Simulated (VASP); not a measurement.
# LiNbO3 (R-3c) in VASP: further runs

Runs on LiNbO3. Level: PBE. Tasks: single point.

All numbers are computed with VASP 6.6.1; they aren't measurements. Logs are shortened: lines on timing, memory, paths and dates and some standing lists are left out, and cuts for length are marked.

## (1) The cell of the first run

Symmetry: R-3c, No. 167, trigonal system. The conventional cell has a = 5.066 Å, b = 5.066 Å, c = 13.340 Å, α = 90.00°, β = 90.00°, γ = 120.00°. Li (site symmetry 32) has 3 O at 1.85 Å within 2.5 Å. Nb (site symmetry -3) has 6 O at 1.96 Å within 2.6 Å. O (site symmetry 2) has 1 Li at 1.85 Å and 2 Nb at 1.96 Å within 2.5 Å.

## (2) Single point, PBE (9.88 Å³/atom)

The input, INCAR:

```
SYSTEM = LiNbO3
ALGO = Normal
EDIFF = 1E-7
ENCUT = 520
GGA = PE
ISIF = 2
ISMEAR = 0
LASPH = .TRUE.
LCHARG = .TRUE.
LELF = .TRUE.
LREAL = .FALSE.
LVHAR = .TRUE.
LWAVE = .FALSE.
NBANDS = 45
NELM = 100
PREC = Accurate
SIGMA = 0.02
```

The input, KPOINTS:

```
k-points
0
G
  6 6 6
  0 0 0
```

The input, POSCAR:

```
LiNbO3
1.0
    2.5329043187      1.4623729903      4.4465444806
   -2.5329043187      1.4623729903      4.4465444806
    0.0000000000     -2.9247459805      4.4465444806
Li Nb O
2 2 6
Direct
    0.2500000000      0.2500000000      0.2500000000
    0.7500000000      0.7500000000      0.7500000000
    0.0000000000      0.0000000000      0.0000000000
    0.5000000000      0.5000000000      0.5000000000
    0.1157159082      0.3842840918      0.7500000000
    0.7500000000      0.1157159082      0.3842840918
    0.3842840918      0.7500000000      0.1157159082
    0.2500000000      0.8842840918      0.6157159082
    0.8842840918      0.6157159082      0.2500000000
    0.6157159082      0.2500000000      0.8842840918
```

Potentials or basis: VASP PAW PBE potentials, release 64 (Li_sv, Nb_sv, O).

Command:

```console
$ cat potpaw_PBE.64/Li_sv/POTCAR potpaw_PBE.64/Nb_sv/POTCAR potpaw_PBE.64/O/POTCAR > POTCAR
$ mpirun -np 1 vasp_std > vasp.out
```

OUTCAR:

```text
SYSTEM = LiNbO3
   EDIFF = 1E-7
   ENCUT = 520
   GGA = PE
   ISIF = 2
   ISMEAR = 0
   LASPH = .TRUE.
   LREAL = .FALSE.
   NELM = 100
   PREC = Accurate

 ion  position               nearest neighbor table
   1  0.250  0.250  0.250-   9 1.85   8 1.85  10 1.85
   2  0.750  0.750  0.750-   5 1.85   6 1.85   7 1.85
   3  0.000  0.000  0.000-   7 1.96  10 1.96   8 1.96   6 1.96   9 1.96   5 1.96
   4  0.500  0.500  0.500-   6 1.96   8 1.96   7 1.96  10 1.96   9 1.96   5 1.96
   5  0.116  0.384  0.750-   2 1.85   3 1.96   4 1.96
   6  0.750  0.116  0.384-   2 1.85   4 1.96   3 1.96
   7  0.384  0.750  0.116-   2 1.85   3 1.96   4 1.96
   8  0.250  0.884  0.616-   1 1.85   4 1.96   3 1.96
   9  0.884  0.616  0.250-   1 1.85   3 1.96   4 1.96
  10  0.616  0.250  0.884-   1 1.85   3 1.96   4 1.96

  LATTYP: Found a trigonal (rhomboedric) cell.
 ALAT       =     5.3222078941
 COS(alpha) =     0.5470149229

  Lattice vectors:

 A1 = (   2.5329043187,   1.4623729903,   4.4465444806)
 A2 = (  -2.5329043187,   1.4623729903,   4.4465444806)
 A3 = (   0.0000000000,  -2.9247459805,   4.4465444806)

Analysis of symmetry for initial positions (statically):
=====================================================================
 Subroutine PRICEL returns:
 Original cell was already a primitive cell.

 Routine SETGRP: Setting up the symmetry group for a
 trigonal (rhombohedral) supercell.

 Subroutine GETGRP returns: Found 12 space group operations
 (whereof  6 operations were pure point group operations)
 out of a pool of 12 trial point group operations.

The static configuration has the point symmetry S_6 .
 The point group associated with its full space group is D_3d.

Analysis of symmetry for dynamics (positions and initial velocities):
=====================================================================
 Subroutine PRICEL returns:
 Original cell was already a primitive cell.

 Routine SETGRP: Setting up the symmetry group for a
 trigonal (rhombohedral) supercell.

 Subroutine GETGRP returns: Found 12 space group operations
 (whereof  6 operations were pure point group operations)
 out of a pool of 12 trial point group operations.

The dynamic configuration has the point symmetry S_6 .
 The point group associated with its full space group is D_3d.

 Subroutine INISYM returns: Found 12 space group operations
 (whereof  6 operations are pure point group operations),
 and found     1 'primitive' translations

[... 112 lines left out ...]
   EDIFFG = 0.1E-05   stopping-criterion for IOM
   NSW    =      0    number of steps for IOM
   IBRION =     -1    ionic relax: 0-MD 1-quasi-New 2-CG
   NFREE  =      0    steps in history (QN), initial steepest desc. (CG)
   ISIF   =      2    stress and relaxation
   ISYM   =      2    0-nonsym 1-usesym 2-fastsym
   POTIM  = 0.5000    time-step for ionic-motion
   TEBEG  =    0.0;   TEEND  =   0.0 temperature during run
   PSTRESS=    0.0 pullay stress
   NELECT =      68.0000    total number of electrons
   NUPDOWN=      -1.0000    fix difference up-down
   EMIN   =  10.00;   EMAX   =-10.00  energy-range for DOS
   EFERMI =   0.00;   METHOD = LEGACY
   ISMEAR =     0;   SIGMA  =   0.02  broadening in eV -4-tet -1-fermi 0-gaus
   EFERMI_NEDOS =   21; number of points for ismear=-14 and -15
   IALGO  =     38    algorithm
   IMIX   =      4    mixing-type and parameters
     AMIX     =   0.40;   BMIX     =  1.00
     AMIX_MAG =   1.60;   BMIX_MAG =  1.00
  volume/ion in A,a.u.               =       9.88        66.69
  Fermi-wavevector in a.u.,A,eV,Ry     =   1.445310  2.731239 28.421476  2.088920
  Thomas-Fermi vector in A             =   2.563506
   LORBIT       =      0    0 simple, 1 ext, 2 COOP (PROOUT), +10 PAW based schemes
   GGA     = PE    functional components
   LHFCALC =     F    Hartree Fock is set to
   AEXX    =    0.0000 exact exchange contribution
   IVDW    =     0    specifies the selected vdW correction
   LEPSILON=     F    determine dielectric tensor
   LRPA    =     F    only Hartree local field effects (RPA)
 non-spin polarized calculation
 Gauss-broadening in eV      SIGMA  =   0.02
  energy-cutoff  :      520.00
  volume of cell :       98.82
 maximum number of plane-waves:      2678
   NGX = 19   NGY = 19   NGZ = 19

 number of electron      67.9999986 magnetization

 Free energy of the ion-electron system (eV)
  ---------------------------------------------------
  ext. energy  EPLUGINS =         0.00000000
  ---------------------------------------------------
  free energy    TOTEN  =       -79.25447785 eV

  energy without entropy =      -79.25447785  energy(sigma->0) =      -79.25447785

 E-fermi :   4.6527     XC(G=0): -11.1948

 val. band max:        4.4602771463   @ k =   0.0000   0.0000   0.0000
 cond. band min:       7.1731833738   @ k =   0.5000   0.5000   0.0000
 fundamental gap:      2.7129062275
 Fermi energy:         4.6526907553

 k-point     1 :       0.0000    0.0000    0.0000
  band No.  band energies     occupation
      1     -49.8760      2.00000
      2     -49.8537      2.00000
      3     -38.0032      2.00000
      4     -38.0001      2.00000
      5     -26.1978      2.00000
      6     -26.1978      2.00000
[... 1141 lines left out ...]
     44      14.8183      0.00000
     45      15.1287      0.00000

 [... further k-points ...]
[... 5 lines left out ...]
  --------------------------------------------------------------------------------------
  -------------------------------------------------------------------------------------
  Total       10.4670077     10.4670077     10.3352164     -0.0000000      0.0000000     -0.0000000
  in kB      169.7001766    169.7001766    167.5634608     -0.0000000      0.0000000     -0.0000000
  external PRESSURE =     168.9879380 kB  Pullay stress =       0.0000000 kB

 VOLUME and BASIS-vectors are now :
 -----------------------------------------------------------------------------
  energy-cutoff  :      520.00
  volume of cell :       98.82
      direct lattice vectors                 reciprocal lattice vectors
     2.532904319  1.462372990  4.446544481     0.197401851  0.113970012  0.074964579
    -2.532904319  1.462372990  4.446544481    -0.197401851  0.113970012  0.074964579
     0.000000000 -2.924745981  4.446544481     0.000000000 -0.227940023  0.074964579

 POSITION                                       TOTAL-FORCE (eV/Angst)
 -----------------------------------------------------------------------------------
      0.00000      0.00000      3.33491        -0.000000      0.000000     -0.000000
      0.00000      0.00000     10.00473        -0.000000      0.000000     -0.000000
      0.00000      0.00000      0.00000        -0.000000      0.000000     -0.000000
      0.00000      0.00000      6.66982        -0.000000      0.000000     -0.000000
     -0.68026     -1.46237      5.55818         0.039472      0.000000      0.000000
      1.60658      0.14207      5.55818        -0.019736      0.034184     -0.000000
     -0.92632      1.32031      5.55818        -0.019736     -0.034184     -0.000000
     -1.60658     -0.14207      7.78145         0.019736     -0.034184     -0.000000
      0.68026      1.46237      7.78145        -0.039472      0.000000      0.000000
      0.92632     -1.32031      7.78145         0.019736      0.034184     -0.000000
 -----------------------------------------------------------------------------------
    total drift:                                0.000000      0.000000     -0.000000

  FREE ENERGIE OF THE ION-ELECTRON SYSTEM (eV)
  ---------------------------------------------------
  free  energy   TOTEN  =       -79.2544778522 eV

  energy  without entropy=      -79.2544778522  energy(sigma->0) =      -79.25447785
```

stdout:

```text
POSCAR found type information on POSCAR LiNbO
 POSCAR found :  3 types and      10 ions
 scaLAPACK will be used
 LDA part: xc-table for (Slater+PW92), standard interpolation
 POSCAR, INCAR and KPOINTS ok, starting setup
 FFT: planning ... GRIDC
 FFT: planning ... GRID_SOFT
 FFT: planning ... GRID
 WAVECAR not read
 entering main loop
```

Wall time 2.5 min (1 thread of Intel Xeon Platinum 8488C (Sapphire Rapids), shared host); peak memory 0.29 GiB.

Results:

```
Free energy            : -79.2545 eV
Largest force          : 0.039 eV/Å
Band gap on the k mesh : 2.71 eV (least direct gap 2.79 eV)
```

Forces on the atoms (eV/Å):
```
Li   0.000  0.000  0.000
Li   0.000  0.000  0.000
Nb   0.000  0.000  0.000
Nb   0.000  0.000  0.000
O    0.039  0.000  0.000
O   -0.020  0.034  0.000
O   -0.020 -0.034  0.000
O    0.020 -0.034  0.000
O   -0.039  0.000  0.000
O    0.020  0.034  0.000
```

Caveat: the cutoff is under 1.25 times the usual one of these potentials, so pressure, stress and relaxed cells hold a basis-set (Pulay) error. A k mesh can miss the band edges.

(Part 1 of 2 ends here.)
